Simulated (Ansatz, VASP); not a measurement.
**One calculation of InAs, two programs**

```
In As
1.0
     0.00000    2.81857    2.81857
     2.81857    0.00000    2.81857
     2.81857    2.81857    0.00000
In As
1 1
Direct
  0.50000 0.50000 0.50000
  0.00000 0.00000 0.00000
```

Alike in both runs: task single point; functional r2SCAN; k mesh 8 × 8 × 8; occupations fermi-dirac, width 0.05 eV; no spin polarisation.

```csv
,VASP,Ansatz
version,VASP 6.6.1,Ansatz 0.2.0
potentials or method,"VASP PAW PBE potentials, release 64 (In_d, As)",Ansatz PAW
plane-wave cutoff (eV),520,500
valence electrons in the cell,18,28
```

Ansatz gave:

* gap on the k mesh at the Fermi level (eV): none
* pressure (GPa): 1.8

Problem. What did VASP give for the same quantities?

Solution. gap on the k mesh at the Fermi level (eV): none; pressure (GPa): 1.9.

VASP's potentials were made for PBE, not for r2SCAN. A gap of «none» marks a metal or a gap that the smearing closes. VASP's potentials hold 18 valence electrons a cell and Ansatz's 28, so a difference there can come from the potentials and not from the codes.
